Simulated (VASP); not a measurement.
# N in VASP: notebook

The runs below take N through single point, with PBE+D3(BJ).

Everything below comes from runs of VASP 6.6.1. Logs are shortened: lines on timing, memory, paths and dates and some standing lists are left out, and cuts for length are marked.

## Step 1: The cell of the first run

The cell holds an amorphous packing of atoms, 24 atoms: a = 8.862 Å, b = 8.862 Å, c = 8.862 Å, α = 90.00°, β = 90.00°, γ = 90.00°.

## Step 2: Single point, PBE+D3(BJ)

Input file INCAR:

```
ALGO = Normal ; EDIFF = 1E-7
ENCUT = 520 ; GGA = PE
ISIF = 2 ; ISMEAR = -1
IVDW = 12 ; LASPH = T
LCHARG = T ; LELF = T
LREAL = Auto ; LVHAR = T
LWAVE = F ; NBANDS = 78
NELM = 80 ; PREC = Accurate
SIGMA = 0.05
```

Input file KPOINTS:

```
k-points
0
Gamma
  1 1 1
```

Input file POSCAR:

```
N
1.0
    8.8620950000      0.0000000000      0.0000000000
    0.0000000000      8.8620950000      0.0000000000
    0.0000000000      0.0000000000      8.8620950000
N
24
Direct
    0.7437067646      0.5187712386      0.3573647089
    0.8390679630      0.5342641892      0.4323131269
    0.6679797497      0.9141179371      0.6754610507
    0.6740505490      0.8517286262      0.7840471130
    0.2266055600      0.1439388768      0.8605414408
    0.2843684253      0.1248688939      0.7522261948
    0.5566742401      0.2866252280      0.0635741323
    0.6753933466      0.3125558911      0.0685729503
   -0.0056081547      0.1301836642      0.5563808558
   -0.0393135032      0.2039698288      0.4617982543
    0.2171157046      0.5597096398      0.8866075121
    0.2424708830      0.6242203452      0.7854576147
    0.2942757892      0.4416901421      0.3225196751
    0.2141367250      0.3656810269      0.2593291992
    0.2582459339      0.8580702419      0.3800230081
    0.2225997352      0.9774663892      0.3663467837
    0.4780923698      0.7439662969      0.0634612922
    0.5188163747      0.7131835080      0.1757936470
    0.5131969359      0.2025593271      0.4035276083
    0.5298408559      0.2463751517      0.5150700822
    0.9053502586      0.3864323278      0.7860669514
    0.8229882438      0.4793561793      0.7836860246
   -0.0083727380      0.9353205986      1.0260214994
   -0.1063856797      1.0068612444      1.0182693821
```

Potentials or basis: VASP PAW PBE potentials, release 64 (N).

Run with:

```console
> cat potpaw_PBE.64/N/POTCAR > POTCAR
> mpirun -np 1 vasp_gam > vasp.out
```

OUTCAR:

```text
EDIFF = 1E-7
   ENCUT = 520
   GGA = PE
   ISIF = 2
   ISMEAR = -1
   IVDW = 12
   LASPH = T
   LREAL = Auto
   NELM = 80
   PREC = Accurate
 IVDW          = 12

 ion  position               nearest neighbor table
   1  0.744  0.519  0.357-   2 1.08
   2  0.839  0.534  0.432-   1 1.08
   3  0.668  0.914  0.675-   4 1.11
   4  0.674  0.852  0.784-   3 1.11
   5  0.227  0.144  0.861-   6 1.10
   6  0.284  0.125  0.752-   5 1.10
[... 16 lines left out ...]
  23  0.992  0.935  0.026-  24 1.08
  24  0.894  0.007  0.018-  23 1.08

  LATTYP: Found a simple cubic cell.
 ALAT       =     8.8620950000

  Lattice vectors:

 A1 = (   8.8620950000,   0.0000000000,   0.0000000000)
 A2 = (   0.0000000000,   8.8620950000,   0.0000000000)
 A3 = (   0.0000000000,   0.0000000000,   8.8620950000)

Analysis of symmetry for initial positions (statically):
=====================================================================
 Subroutine PRICEL returns:
 Original cell was already a primitive cell.

 Routine SETGRP: Setting up the symmetry group for a
 simple cubic supercell.

 Subroutine GETGRP returns: Found  1 space group operations
 (whereof  1 operations were pure point group operations)
 out of a pool of 48 trial point group operations.

The static configuration has the point symmetry C_1 .

Analysis of symmetry for dynamics (positions and initial velocities):
=====================================================================
 Subroutine PRICEL returns:
 Original cell was already a primitive cell.

 Routine SETGRP: Setting up the symmetry group for a
 simple cubic supercell.

 Subroutine GETGRP returns: Found  1 space group operations
 (whereof  1 operations were pure point group operations)
 out of a pool of 48 trial point group operations.

The dynamic configuration has the point symmetry C_1 .

 Subroutine INISYM returns: Found  1 space group operations
 (whereof  1 operations are pure point group operations),
 and found     1 'primitive' translations

----------------------------------------------------------------------------------------

                                     Primitive cell

  volume of cell :     695.9999

  direct lattice vectors                    reciprocal lattice vectors
     8.862095000  0.000000000  0.000000000     0.112840135  0.000000000  0.000000000
     0.000000000  8.862095000  0.000000000     0.000000000  0.112840135  0.000000000
     0.000000000  0.000000000  8.862095000     0.000000000  0.000000000  0.112840135

  length of vectors
     8.862095000  8.862095000  8.862095000     0.112840135  0.112840135  0.112840135

  position of ions in fractional coordinates (direct lattice)
     0.743706765  0.518771239  0.357364709
     0.839067963  0.534264189  0.432313127
     0.667979750  0.914117937  0.675461051
     0.674050549  0.851728626  0.784047113
     0.226605560  0.143938877  0.860541441
     0.284368425  0.124868894  0.752226195
[... 16 lines left out ...]
     0.991627262  0.935320599  0.026021499
     0.893614320  0.006861244  0.018269382

  ion indices of the primitive-cell ions
   primitive index   ion index
                 1           1
                 2           2
                 3           3
                 4           4
                 5           5
                 6           6
[... 16 lines left out ...]
                23          23
                24          24

----------------------------------------------------------------------------------------

 KPOINTS: k-points

Automatic generation of k-mesh.
 Grid dimensions read from file:
 generate k-points for:    1    1    1

 Generating k-lattice:

  Cartesian coordinates                     Fractional coordinates (reciprocal lattice)
     0.112840135  0.000000000  0.000000000     1.000000000  0.000000000  0.000000000
     0.000000000  0.112840135  0.000000000     0.000000000  1.000000000  0.000000000
     0.000000000  0.000000000  0.112840135     0.000000000  0.000000000  1.000000000

  Length of vectors
     0.112840135  0.112840135  0.112840135

  Shift w.r.t. Gamma in fractional coordinates (k-lattice)
     0.000000000  0.000000000  0.000000000

 Subroutine IBZKPT returns following result:
 ===========================================

 Found      1 irreducible k-points:

 Following reciprocal coordinates:
            Coordinates               Weight
  0.000000  0.000000  0.000000      1.000000
   k-points           NKPTS =      1   k-points in BZ     NKDIM =      1   number of bands    NBANDS=     78
   number of dos      NEDOS =    301   number of ions     NIONS =     24
   total plane-waves  NPLWV = 343000
   dimension x,y,z NGX =    70 NGY =   70 NGZ =   70
   dimension x,y,z NGXF=   140 NGYF=  140 NGZF=  140
   ions per type =              24
   NGX,Y,Z   is equivalent  to a cutoff of  13.13, 13.13, 13.13 a.u.
   NGXF,Y,Z  is equivalent  to a cutoff of  26.26, 26.26, 26.26 a.u.
 SYSTEM =  unknown system
   PREC   = accura    normal or accurate (medium, high low for compatibility)
   ISTART =      0    job   : 0-new  1-cont  2-samecut
   ICHARG =      2    charge: 1-file 2-atom 10-const
   ISPIN  =      1    spin polarized calculation?
   LNONCOLLINEAR =      F non collinear calculations
   LSORBIT =      F    spin-orbit coupling
   LASPH  =      T    aspherical Exc in radial PAW
   ENCUT  =  520.0 eV  38.22 Ry    6.18 a.u.  16.48 16.48 16.48*2*pi/ulx,y,z
   NELM   =     80;   NELMIN=  2; NELMDL= -5     # of ELM steps
   EDIFF  = 0.1E-06   stopping-criterion for ELM
   LREAL  =      T    real-space projection
   EDIFFG = 0.1E-05   stopping-criterion for IOM
   NSW    =      0    number of steps for IOM
   IBRION =     -1    ionic relax: 0-MD 1-quasi-New 2-CG
   NFREE  =      0    steps in history (QN), initial steepest desc. (CG)
   ISIF   =      2    stress and relaxation
   ISYM   =      2    0-nonsym 1-usesym 2-fastsym
   POTIM  = 0.5000    time-step for ionic-motion
   TEBEG  =    0.0;   TEEND  =   0.0 temperature during run
   PSTRESS=    0.0 pullay stress
   NELECT =     120.0000    total number of electrons
   NUPDOWN=      -1.0000    fix difference up-down
   EMIN   =  10.00;   EMAX   =-10.00  energy-range for DOS
   EFERMI =   0.00;   METHOD = LEGACY
   ISMEAR =    -1;   SIGMA  =   0.05  broadening in eV -4-tet -1-fermi 0-gaus
   EFERMI_NEDOS =   21; number of points for ismear=-14 and -15
   IALGO  =     38    algorithm
   IMIX   =      4    mixing-type and parameters
     AMIX     =   0.40;   BMIX     =  1.00
     AMIX_MAG =   1.60;   BMIX_MAG =  1.00
  volume/ion in A,a.u.               =      29.00       195.70
  Fermi-wavevector in a.u.,A,eV,Ry     =   0.911169  1.721859 11.295946  0.830229
  Thomas-Fermi vector in A             =   2.035417
   LORBIT       =      0    0 simple, 1 ext, 2 COOP (PROOUT), +10 PAW based schemes
   GGA     = PE    functional components
   LHFCALC =     F    Hartree Fock is set to
   AEXX    =    0.0000 exact exchange contribution
   IVDW    =    12    specifies the selected vdW correction
   LEPSILON=     F    determine dielectric tensor
   LRPA    =     F    only Hartree local field effects (RPA)
 non-spin polarized calculation
  energy-cutoff  :      520.00
  volume of cell :      696.00
 maximum number of plane-waves:      9403
 NGX is ok and might be reduce to    70
   NGX = 33   NGY = 33   NGZ = 33

 number of electron     120.0000005 magnetization

 Free energy of the ion-electron system (eV)
  ---------------------------------------------------
  ext. energy  EPLUGINS =         0.00000000
  ---------------------------------------------------
  free energy    TOTEN  =      -199.14715487 eV

  energy without entropy =     -199.14715487  energy(sigma->0) =     -199.14715487

 E-fermi :  -5.9143     XC(G=0):  -5.5014

 val. band max:       -7.1664059585   @ k =   0.0000   0.0000   0.0000
 cond. band min:       0.2180412524   @ k =   0.0000   0.0000   0.0000
 fundamental gap:      7.3844472109
 Fermi energy:        -5.9142614390

 k-point     1 :       0.0000    0.0000    0.0000
  band No.  band energies     occupation
      1     -26.1360      2.00000
      2     -26.0668      2.00000
      3     -25.9836      2.00000
      4     -25.9444      2.00000
      5     -25.9025      2.00000
      6     -25.7535      2.00000
[... 64 lines left out ...]
     71       0.7289      0.00000
     72       0.7852      0.00000
 [bands above 72 left out]

------------------------ aborting loop because EDIFF is reached ----------------------------------------

 Edisp (eV)   -0.98527

 E8    (eV) :    -0.2328

  FORCE on cell =-STRESS in cart. coord.  units (eV):
  Direction    XX          YY          ZZ          XY          YZ          ZX
  --------------------------------------------------------------------------------------
  -------------------------------------------------------------------------------------
  Total      15.18502     6.13008    16.76487    -3.30590    -1.48735     3.04405
  in kB      34.95559    14.11133    38.59239    -7.61011    -3.42385     7.00734
  external pressure =       29.22 kB  Pullay stress =        0.00 kB

 VOLUME and BASIS-vectors are now :
 -----------------------------------------------------------------------------
  energy-cutoff  :      520.00
  volume of cell :      696.00
      direct lattice vectors                 reciprocal lattice vectors
     8.862095000  0.000000000  0.000000000     0.112840135  0.000000000  0.000000000
     0.000000000  8.862095000  0.000000000     0.000000000  0.112840135  0.000000000
     0.000000000  0.000000000  8.862095000     0.000000000  0.000000000  0.112840135

 POSITION                                       TOTAL-FORCE (eV/Angst)
 -----------------------------------------------------------------------------------
      6.59080      4.59740      3.16700        -3.831781     -0.661835     -3.010354
      7.43590      4.73470      3.83120         3.886352      0.715895      3.004294
      5.91970      8.10100      5.98600        -0.026954      0.145682     -0.275115
      5.97350      7.54810      6.94830         0.024792     -0.150509      0.210140
      2.00820      1.27560      7.62620        -0.831631      0.322784      1.676661
      2.52010      1.10660      6.66630         0.912622     -0.314308     -1.623495
[... 16 lines left out ...]
      8.78790      8.28890      0.23060         4.937502     -3.636242      0.419124
      7.91929      0.06080      0.16190        -4.935632      3.610447     -0.365789
 -----------------------------------------------------------------------------------
    total drift:                                0.004260     -0.001634      0.001920

  FREE ENERGIE OF THE ION-ELECTRON SYSTEM (eV)
  ---------------------------------------------------
  free  energy   TOTEN  =      -200.1324216469 eV

  energy  without entropy=     -200.1324216468  energy(sigma->0) =     -200.13242165
```

Wall time 69 s (1 thread of Intel Xeon 6975P-C (Granite Rapids), shared host); peak memory 0.63 GiB.

Results:

```
Free energy                : -200.1324 eV
Pressure                   : 2.9 GPa
Largest force              : 7.210 eV/Å
Band gap on the k mesh     : 7.38 eV
Dispersion energy per atom : -0.041 eV
```

Forces on the atoms (eV/Å):
```
N   -3.832 -0.662 -3.010
N    3.886  0.716  3.004
N   -0.027  0.146 -0.275
N    0.025 -0.151  0.210
N   -0.832  0.323  1.677
N    0.913 -0.314 -1.623
N   -5.947 -1.297 -0.324
N    5.918  1.288  0.270
N    0.247 -0.799  0.996
N   -0.422  0.758 -1.002
N   -0.905 -2.322  3.637
N    0.904  2.327 -3.662
N   -1.400 -1.172 -1.067
N    1.266  1.288  0.989
N    0.069 -0.344  0.060
N   -0.002  0.256 -0.105
N   -1.074  0.798 -2.888
N    1.066 -0.735  2.881
N   -0.902 -2.708 -6.513
N    1.057  2.596  6.643
N    1.279 -1.427  0.072
N   -1.291  1.461 -0.021
N    4.938 -3.636  0.419
N   -4.936  3.610 -0.366
```

Caveat: the k points lie up to 0.71 Å⁻¹ apart; the standard files for N, O and F lose accuracy on very short bonds.

## Step 3: Single point, PBE+D3(BJ)

Input file INCAR:

```
PREC     = Accurate       # precision mode
ENCUT    = 520            # plane-wave cutoff, eV
EDIFF    = 1E-6           # SCF threshold, eV
ISMEAR   = -1             # smearing method
SIGMA    = 0.05           # smearing width, eV
LREAL    = Auto         
LASPH    = T              # aspherical terms in the spheres
NELM     = 80             # most SCF steps
ALGO     = Normal         # electronic algorithm
ISIF     = 2              # what is computed and relaxed
LWAVE    = F              # write WAVECAR
LCHARG   = T              # write CHGCAR
GGA      = PE             # functional
IVDW     = 12             # dispersion correction
LELF     = T              # ELF
LVHAR    = T            
NBANDS   = 78             # bands
```

Input file KPOINTS:

```
Automatic mesh
0
Gamma
  1 1 1
```

Input file POSCAR:

```
N
1.0
    8.8620950000      0.0000000000      0.0000000000
    0.0000000000      8.8620950000      0.0000000000
    0.0000000000      0.0000000000      8.8620950000
N
24
Direct
    0.7480962459      0.5037973527      0.3711537735
    0.8732472401      0.5275276331      0.3598697599
    0.6194923435      0.9189587789      0.6936847326
    0.6604645967      0.8794308795      0.8030268238
    0.2349670140      0.1478092934      0.8536469085
    0.2977738334      0.0919195743      0.7644919175
    0.5340949290      0.3016216820      0.0214283417
    0.6476459573      0.3172951768      0.0727028993
   -0.0161361394      0.0711569894      0.5382361620
   -0.0324753910      0.1513299056      0.4426831353
    0.2429222436      0.5775496652      0.8770386686
    0.2514642418      0.6737007446      0.7985809225
    0.2633801601      0.4580181097      0.2973901769
    0.2186390464      0.3431919879      0.3164150238
    0.2440280769      0.8344866536      0.3649024300
    0.2587762826      0.9482069420      0.4077816814
    0.4876612133      0.7377262374      0.0951580862
    0.5772675648      0.7752907185      0.1729839276
    0.5168078203      0.1331964959      0.3841191050
    0.5499941041      0.2253643185      0.4624075910
    0.8959958114      0.4385757544      0.7806844770
    0.7837537287      0.4340170129      0.7304029126
    0.0007447449      0.9797796119      1.0676595094
   -0.0700285880      0.9999215761      0.9670173926
```

Potentials or basis: VASP PAW PBE potentials, release 64 (N).

Run with:

```console
> cat potpaw_PBE.64/N/POTCAR > POTCAR
> mpirun -np 1 vasp_gam > vasp.out
```

OUTCAR:

```text
PREC = Accurate
   ENCUT = 520
   EDIFF = 1E-6
   ISMEAR = -1
   LREAL = Auto
   LASPH = T
   NELM = 80
   ISIF = 2
   GGA = PE
   IVDW = 12
 IVDW          = 12

 ion  position               nearest neighbor table
   1  0.748  0.504  0.371-   2 1.13
   2  0.873  0.528  0.360-   1 1.13
   3  0.619  0.919  0.694-   4 1.09
   4  0.660  0.879  0.803-   3 1.09
   5  0.235  0.148  0.854-   6 1.09
[... 315 lines left out ...]
  -------------------------------------------------------------------------------------
  Total       4.08355     7.66184     8.54443    -0.18708     1.56980     2.31906
  in kB       9.40026    17.63739    19.66910    -0.43066     3.61364     5.33843
  external pressure =       15.57 kB  Pullay stress =        0.00 kB

 VOLUME and BASIS-vectors are now :
 -----------------------------------------------------------------------------
  energy-cutoff  :      520.00
  volume of cell :      696.00
      direct lattice vectors                 reciprocal lattice vectors
     8.862095000  0.000000000  0.000000000     0.112840135  0.000000000  0.000000000
     0.000000000  8.862095000  0.000000000     0.000000000  0.112840135  0.000000000
     0.000000000  0.000000000  8.862095000     0.000000000  0.000000000  0.112840135

 POSITION                                       TOTAL-FORCE (eV/Angst)
 -----------------------------------------------------------------------------------
      6.62970      4.46470      3.28920         2.788193      0.588001     -0.291542
      7.73880      4.67500      3.18920        -2.765217     -0.513629      0.254912
      5.49000      8.14390      6.14750        -1.077919      1.067888     -3.004741
      5.85310      7.79360      7.11650         1.036357     -1.136842      2.930175
      2.08230      1.30990      7.56510        -2.298620      2.109449      3.268903
      2.63890      0.81460      6.77500         2.340041     -2.058036     -3.298398
[... 16 lines left out ...]
      0.00660      8.68290      0.59960         0.682954     -0.245581      1.064414
      8.24150      8.86140      8.56980        -0.678984      0.259519     -0.969749
 -----------------------------------------------------------------------------------
    total drift:                                0.000502      0.002059     -0.002148

  FREE ENERGIE OF THE ION-ELECTRON SYSTEM (eV)
  ---------------------------------------------------
  free  energy   TOTEN  =      -200.4268750126 eV

  energy  without entropy=     -200.4268750126  energy(sigma->0) =     -200.42687501
```

Wall time 70 s (1 thread of Intel Xeon 6975P-C (Granite Rapids), shared host); peak memory 0.63 GiB.

What came out:

```yaml
Free_energy: -200.4269 eV
Pressure: 1.6 GPa
Largest_force: 4.745 eV/Å
Band_gap_on_the_k_mesh: 7.16 eV
Dispersion_energy_per_atom: -0.041 eV
```

Forces in eV/Å, atoms in the order of the input:
```
N    2.788  0.588 -0.292
N   -2.765 -0.514  0.255
N   -1.078  1.068 -3.005
N    1.036 -1.137  2.930
N   -2.299  2.109  3.269
N    2.340 -2.058 -3.298
N   -0.022 -0.001 -0.008
N    0.028 -0.008 -0.011
N   -0.132  0.213 -0.161
N   -0.125 -0.183  0.243
N   -0.123 -1.319  1.042
N    0.099  1.305 -1.075
N    0.471  1.150 -0.218
N   -0.417 -1.097  0.148
N   -0.578 -4.409 -1.657
N    0.546  4.248  1.653
N   -1.056 -0.445 -0.914
N    1.105  0.461  0.961
N    0.127 -0.111 -0.210
N    0.041  0.129  0.226
N    3.390  0.128  1.502
N   -3.380 -0.132 -1.474
N    0.683 -0.246  1.064
N   -0.679  0.260 -0.970
```

Stress tensor (GPa, compression positive):
```
 0.94 -0.04  0.53
-0.04  1.76  0.36
 0.53  0.36  1.97
```

Caveat: the k points lie up to 0.71 Å⁻¹ apart; the standard files for N, O and F lose accuracy on very short bonds.

(Continued in part 2 of 2.)
